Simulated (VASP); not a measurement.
# AlN (I4/mmm) in VASP: a series of runs

AlN is run at these levels: r2SCAN; tasks: single point.

All numbers are computed with VASP 6.6.1; they aren't measurements. Logs are shortened: lines on timing, memory, paths and dates and some standing lists are left out, and cuts for length are marked.

### Step 1. The cell of the first run

Symmetry: I4/mmm, No. 139, tetragonal system. The conventional cell has a = 2.877 Å, b = 2.877 Å, c = 3.967 Å, α = 90.00°, β = 90.00°, γ = 90.00°. Al (site symmetry 4/mmm) has 6 N at 1.98 to 2.03 Å within 2.6 Å. Within 2.6 Å of N (site symmetry 4/mmm) lie 6 Al at 1.98 to 2.03 Å.

### Step 2. Single point, r2SCAN (strain -0.0250 x Voigt [0, 0, 1, 0, 0, 0])

Input file POSCAR:

```
AlN
1.0
    0.0000000000      2.0345180000      1.9836550500
    2.0345180000      0.0000000000      1.9836550500
    2.0345180000      2.0345180000      0.0000000000
Al N
1 1
Direct
    0.5000000000      0.5000000000      0.5000000000
    0.0000000000      0.0000000000      0.0000000000
```

Input file INCAR.step1:

```
SYSTEM = AlN
ALGO     = Normal         ! electronic algorithm
EDIFF    = 1E-4           ! SCF threshold, eV
ENCUT    = 520            ! plane-wave cutoff, eV
GGA      = PE             ! functional
ISMEAR   = 0              ! smearing method
LASPH    = .TRUE.         ! aspherical terms in the spheres
LCHARG   = .FALSE.        ! write CHGCAR
LREAL    = .FALSE.        ! projectors in reciprocal space
LWAVE    = .TRUE.         ! write WAVECAR
NBANDS   = 11             ! bands
NELM     = 100            ! most SCF steps
PREC     = Accurate       ! precision mode
SIGMA    = 0.05           ! smearing width, eV
```

Input file INCAR.step2:

```
SYSTEM = AlN
ALGO     = Normal         ! electronic algorithm
EDIFF    = 1E-6           ! SCF threshold, eV
ENCUT    = 520            ! plane-wave cutoff, eV
ISIF     = 2              ! what is computed and relaxed
ISMEAR   = 0              ! smearing method
ISTART   = 1            
LASPH    = .TRUE.         ! aspherical terms in the spheres
LCHARG   = .TRUE.         ! write CHGCAR
LELF     = .TRUE.         ! ELF
LMIXTAU  = .TRUE.       
LREAL    = .FALSE.        ! projectors in reciprocal space
LVHAR    = .TRUE.       
LWAVE    = .FALSE.        ! write WAVECAR
METAGGA  = R2SCAN         ! meta-GGA
NBANDS   = 11             ! bands
NELM     = 100            ! most SCF steps
PREC     = Accurate       ! precision mode
SIGMA    = 0.05           ! smearing width, eV
```

Input file KPOINTS:

```
k-points
0
G
  10 10 10
  0 0 0
```

Potentials or basis: VASP PAW PBE potentials, release 64 (Al, N).

Launch:

```sh
> cat potpaw_PBE.64/Al/POTCAR potpaw_PBE.64/N/POTCAR > POTCAR
> cp INCAR.step1 INCAR
> mpirun -np 1 vasp_std > vasp.out
> cp INCAR.step2 INCAR
> mpirun -np 1 vasp_std > vasp.out
```

OUTCAR:

```text
SYSTEM = AlN
   EDIFF = 1E-6
   ENCUT = 520
   ISIF = 2
   ISMEAR = 0
   ISTART = 1
   LASPH = .TRUE.
   LREAL = .FALSE.
   METAGGA = R2SCAN
   NELM = 100
   PREC = Accurate

 ion  position               nearest neighbor table
   1  0.500  0.500  0.500-   2 1.98   2 1.98   2 2.03   2 2.03   2 2.03   2 2.03
   2  0.000  0.000  0.000-   1 1.98   1 1.98   1 2.03   1 2.03   1 2.03   1 2.03

  LATTYP: Found a body centered tetragonal cell.
 ALAT       =     2.8772429485
 C/A-ratio  =     1.3788582233

  Lattice vectors:

 A1 = (   0.0000000000,  -2.0345180000,  -1.9836550500)
 A2 = (   0.0000000000,   2.0345180000,  -1.9836550500)
 A3 = (   2.0345180000,   0.0000000000,   1.9836550500)

Analysis of symmetry for initial positions (statically):
=====================================================================
 Subroutine PRICEL returns:
 Original cell was already a primitive cell.

 Routine SETGRP: Setting up the symmetry group for a
 body centered tetragonal supercell.

 Subroutine GETGRP returns: Found 16 space group operations
 (whereof 16 operations were pure point group operations)
 out of a pool of 16 trial point group operations.

The static configuration has the point symmetry D_4h.

Analysis of symmetry for dynamics (positions and initial velocities):
=====================================================================
 Subroutine PRICEL returns:
 Original cell was already a primitive cell.

 Routine SETGRP: Setting up the symmetry group for a
 body centered tetragonal supercell.

 Subroutine GETGRP returns: Found 16 space group operations
 (whereof 16 operations were pure point group operations)
 out of a pool of 16 trial point group operations.

The dynamic configuration has the point symmetry D_4h.

 Subroutine INISYM returns: Found 16 space group operations
 (whereof 16 operations are pure point group operations),
 and found     1 'primitive' translations

----------------------------------------------------------------------------------------

                                     Primitive cell

  volume of cell :      16.4217

  direct lattice vectors                    reciprocal lattice vectors
     0.000000000  2.034518000  1.983655050    -0.245758455  0.245758455  0.252059954
     2.034518000  0.000000000  1.983655050     0.245758455 -0.245758455  0.252059954
     2.034518000  2.034518000  0.000000000     0.245758455  0.245758455 -0.252059954

  length of vectors
     2.841505032  2.841505032  2.877242948     0.429335133  0.429335133  0.429335133

  position of ions in fractional coordinates (direct lattice)
[... 90 lines left out ...]
   NELECT =       8.0000    total number of electrons
   NUPDOWN=      -1.0000    fix difference up-down
   EMIN   =  10.00;   EMAX   =-10.00  energy-range for DOS
   EFERMI =   0.00;   METHOD = LEGACY
   ISMEAR =     0;   SIGMA  =   0.05  broadening in eV -4-tet -1-fermi 0-gaus
   EFERMI_NEDOS =   21; number of points for ismear=-14 and -15
   IALGO  =     38    algorithm
   IMIX   =      4    mixing-type and parameters
     AMIX     =   0.40;   BMIX     =  1.00
     AMIX_MAG =   1.60;   BMIX_MAG =  1.00
  volume/ion in A,a.u.               =       8.21        55.41
  Fermi-wavevector in a.u.,A,eV,Ry     =   1.288146  2.434243 22.576420  1.659320
  Thomas-Fermi vector in A             =   2.420117
   LORBIT       =      0    0 simple, 1 ext, 2 COOP (PROOUT), +10 PAW based schemes
   METAGGA = R2SCAN    functional components
   LHFCALC =     F    Hartree Fock is set to
   AEXX    =    0.0000 exact exchange contribution
   IVDW    =     0    specifies the selected vdW correction
   LEPSILON=     F    determine dielectric tensor
   LRPA    =     F    only Hartree local field effects (RPA)
 non-spin polarized calculation
 Gauss-broadening in eV      SIGMA  =   0.05
  energy-cutoff  :      520.00
  volume of cell :       16.42
 maximum number of plane-waves:       457
 NGX is ok and might be reduce to    24
   NGX = 11   NGY = 11   NGZ = 11

 number of electron       7.9999999 magnetization

 Free energy of the ion-electron system (eV)
  ---------------------------------------------------
  ext. energy  EPLUGINS =         0.00000000
  ---------------------------------------------------
  free energy    TOTEN  =       -18.89035516 eV

  energy without entropy =      -18.89035516  energy(sigma->0) =      -18.89035516

 E-fermi :  10.2501     XC(G=0): -12.9085

 val. band max:        9.9162616328   @ k =   0.0000   0.0000   0.0000
 cond. band min:      15.2561991373   @ k =   0.5000   0.5000   0.0000
 fundamental gap:      5.3399375045
 Fermi energy:        10.2500860985

 k-point     1 :       0.0000    0.0000    0.0000
  band No.  band energies     occupation
      1      -8.6067      2.00000
      2       9.7226      2.00000
      3       9.9163      2.00000
      4       9.9163      2.00000
      5      16.4516      0.00000
      6      22.6754      0.00000
      7      22.6754      0.00000
      8      23.0334      0.00000
      9      28.0512      0.00000
     10      28.6018      0.00000
     11      28.9297      0.00000
[... 309 lines left out ...]
 k-point    24 :       0.4000    0.3000    0.0000
  band No.  band energies     occupation
      1      -5.4681      2.00000
      2       3.8095      2.00000
      3       6.9173      2.00000
      4       7.3745      2.00000
      5      16.7737      0.00000
      6      17.4880      0.00000
      7      23.4483      0.00000
      8      26.5432      0.00000
      9      27.4857      0.00000
     10      32.6570      0.00000
     11      36.4068      0.00000

 [... further k-points ...]

------------------------ aborting loop because EDIFF is reached ----------------------------------------

  FORCE on cell =-STRESS in cart. coord.  units (eV):
  Direction    XX          YY          ZZ          XY          YZ          ZX
  --------------------------------------------------------------------------------------
  -------------------------------------------------------------------------------------
  Total       -0.2541755     -0.2541755      0.5470380      0.0000000      0.0000000      0.0000000
  in kB      -24.7984764    -24.7984764     53.3714369      0.0000000      0.0000000      0.0000000
  external PRESSURE =       1.2581614 kB  Pullay stress =       0.0000000 kB

 VOLUME and BASIS-vectors are now :
 -----------------------------------------------------------------------------
  energy-cutoff  :      520.00
  volume of cell :       16.42
      direct lattice vectors                 reciprocal lattice vectors
     0.000000000  2.034518000  1.983655050    -0.245758455  0.245758455  0.252059954
     2.034518000  0.000000000  1.983655050     0.245758455 -0.245758455  0.252059954
     2.034518000  2.034518000  0.000000000     0.245758455  0.245758455 -0.252059954

 POSITION                                       TOTAL-FORCE (eV/Angst)
 -----------------------------------------------------------------------------------
      2.03452      2.03452      1.98366        -0.000000      0.000000     -0.000000
      0.00000      0.00000      0.00000         0.000000     -0.000000      0.000000
 -----------------------------------------------------------------------------------
    total drift:                                0.000000     -0.000000     -0.000000

  FREE ENERGIE OF THE ION-ELECTRON SYSTEM (eV)
  ---------------------------------------------------
  free  energy   TOTEN  =       -18.8903551564 eV

  energy  without entropy=      -18.8903551564  energy(sigma->0) =      -18.89035516
```

Wall time 85 s (1 thread of Intel Xeon 6975P-C, shared host); peak memory 0.15 GiB.

Results:

```
Free energy            : -18.8904 eV
Pressure               : 0.1 GPa
Band gap on the k mesh : 5.34 eV, indirect (least direct gap 6.54 eV)
```

Stress tensor (GPa, compression positive):
```
-2.48  0.00  0.00
 0.00 -2.48  0.00
 0.00  0.00  5.34
```

Caveat: the cell differs from its parent crystal (strain -0.0250 x Voigt [0, 0, 1, 0, 0, 0]); the PAW data sets were made with another functional, which shifts forces and pressure a little. A k mesh can miss the band edges.

### Step 3. Single point, r2SCAN (strain +0.0250 x Voigt [0, 0, 1, 0, 0, 0])

Input file POSCAR:

```
AlN
1.0
    0.0000000000      2.0345180000      2.0853809500
    2.0345180000      0.0000000000      2.0853809500
    2.0345180000      2.0345180000      0.0000000000
Al N
1 1
Direct
    0.5000000000      0.5000000000      0.5000000000
    0.0000000000      0.0000000000      0.0000000000
```

Input file INCAR.step1:

```
SYSTEM = AlN
ALGO = Normal
EDIFF = 1E-4
ENCUT = 520
GGA = PE
ISMEAR = 0
LASPH = .TRUE.
LCHARG = .FALSE.
LREAL = .FALSE.
LWAVE = .TRUE.
NBANDS = 11
NELM = 100
PREC = Accurate
SIGMA = 0.05
```

Input file INCAR.step2:

```
SYSTEM = AlN
ALGO = Normal
EDIFF = 1E-6
ENCUT = 520
ISIF = 2
ISMEAR = 0
ISTART = 1
LASPH = .TRUE.
LCHARG = .FALSE.
LMIXTAU = .TRUE.
LREAL = .FALSE.
LWAVE = .FALSE.
METAGGA = R2SCAN
NBANDS = 11
NELM = 100
PREC = Accurate
SIGMA = 0.05
```

KPOINTS is that of step 2.

Potentials or basis: VASP PAW PBE potentials, release 64 (Al, N).

Launch:

```sh
> cat potpaw_PBE.64/Al/POTCAR potpaw_PBE.64/N/POTCAR > POTCAR
> cp INCAR.step1 INCAR
> mpirun -np 1 vasp_std > vasp.out
> cp INCAR.step2 INCAR
> mpirun -np 1 vasp_std > vasp.out
```

Wall time 86 s (1 thread of Intel Xeon 6975P-C, shared host); peak memory 0.15 GiB.

The run converged. Its results:

```yaml
Free_energy: -18.8578 eV
Pressure: -12.5 GPa
Band_gap_on_the_k_mesh: 4.87 eV, indirect (least direct gap 5.75 eV)
```

Stress tensor (GPa, compression positive):
```
-10.87   0.00   0.00
  0.00 -10.87   0.00
  0.00   0.00 -15.82
```

Levels at points of the mesh, in eV from the valence-band top:
```csv
k point,band 1,band 2,band 3,band 4,band 5,band 6,band 7,band 8
"(0.00, 0.00, 0.00)",-18.12,-0.18,-0.18,0.00,5.75,12.43,12.77,12.77
"(0.50, 0.00, 0.00)",-15.06,-8.28,-1.24,-1.15,6.49,11.18,11.71,13.82
"(0.50, 0.50, 0.00)",-14.28,-7.43,-2.78,-2.78,5.09,6.09,14.48,18.05
"(0.50, 0.00, 0.50)",-14.08,-7.34,-3.12,-2.79,4.87,5.86,14.80,17.37
```

Caveat: the cell differs from its parent crystal (strain +0.0250 x Voigt [0, 0, 1, 0, 0, 0]); the PAW data sets were made with another functional, which shifts forces and pressure a little.

### Step 4. Single point, r2SCAN (strain +0.0750 x Voigt [0, 0, 1, 0, 0, 0])

Input file POSCAR:

```
AlN
1.0
    0.0000000000      2.0345180000      2.1871068500
    2.0345180000      0.0000000000      2.1871068500
    2.0345180000      2.0345180000      0.0000000000
Al N
1 1
Direct
    0.5000000000      0.5000000000      0.5000000000
    0.0000000000      0.0000000000      0.0000000000
```

Input file INCAR.step1:

```
ALGO = Normal
EDIFF = 1E-4
ENCUT = 520
GGA = PE
ISMEAR = 0
LASPH = True
LCHARG = False
LREAL = False
LWAVE = True
NBANDS = 11
NELM = 60
PREC = Accurate
SIGMA = 0.05
```

Input file INCAR.step2:

```
ALGO = Normal
EDIFF = 1E-6
ENCUT = 520
ISIF = 2
ISMEAR = 0
ISTART = 1
LASPH = True
LCHARG = True
LELF = True
LMIXTAU = True
LREAL = False
LVHAR = True
LWAVE = False
METAGGA = R2SCAN
NBANDS = 11
NELM = 60
PREC = Accurate
SIGMA = 0.05
```

Input file KPOINTS:

```
k-points
0
Gamma
  10 10 10
```

Launch:

```sh
> cat potpaw_PBE.64/Al/POTCAR potpaw_PBE.64/N/POTCAR > POTCAR
> cp INCAR.step1 INCAR
> mpirun -np 1 vasp_std > vasp.out
> cp INCAR.step2 INCAR
> mpirun -np 1 vasp_std > vasp.out
```

Wall time 80 s (1 thread of Intel Xeon 6975P-C, shared host); peak memory 0.15 GiB.

Results (log left out):

```yaml
Free_energy: -18.7441 eV
Pressure: -20.5 GPa
Band_gap_on_the_k_mesh: 4.15 eV, indirect (least direct gap 4.84 eV)
```

Stress tensor (GPa, compression positive):
```
-17.59   0.00   0.00
  0.00 -17.59   0.00
  0.00   0.00 -26.45
```

Levels at points of the mesh, in eV from the valence-band top:
| k point | band 1 | band 2 | band 3 | band 4 | band 5 | band 6 | band 7 | band 8 | band 9 |
| --- | --- | --- | --- | --- | --- | --- | --- | --- | --- |
| (0.00, 0.00, 0.00) | -17.90 | -0.48 | -0.48 | 0.00 | 4.84 | 11.71 | 12.68 | 12.68 | 16.55 |
| (0.50, 0.00, 0.00) | -15.02 | -8.17 | -1.45 | -1.18 | 5.87 | 10.37 | 11.67 | 12.83 | 16.25 |
| (0.50, 0.50, 0.00) | -14.57 | -7.39 | -2.64 | -2.64 | 4.81 | 6.26 | 13.29 | 17.50 | 17.50 |
| (0.50, 0.00, 0.50) | -14.00 | -7.16 | -3.58 | -2.64 | 4.15 | 5.65 | 14.22 | 15.55 | 17.86 |

Caveat: the cell differs from its parent crystal (strain +0.0750 x Voigt [0, 0, 1, 0, 0, 0]); the PAW data sets were made with another functional, which shifts forces and pressure a little.

### Step 5. The runs side by side

```csv
cell,gap on the mesh (eV),pressure (GPa)
"a = 2.842, b = 2.842, c = 2.877 Å, angles 59.6, 59.6, 60.8°, 2 atoms",5.34,0.1
"a = 2.913, b = 2.913, c = 2.877 Å, angles 60.4, 60.4, 59.2°, 2 atoms",4.87,-12.5
"a = 2.987, b = 2.987, c = 2.877 Å, angles 61.2, 61.2, 57.6°, 2 atoms",4.15,-20.5
```

Alike in all rows: task single point; level r2SCAN; potentials or basis VASP PAW PBE potentials, release 64 (Al, N); no spin polarisation; k mesh 10 × 10 × 10; cutoff (eV) 520; smearing gaussian 0.05 eV.

Caveats: the PAW data sets were made with another functional, which shifts forces and pressure a little.

Total energies depend on the potentials used, so only differences within one code and one set of settings carry meaning.
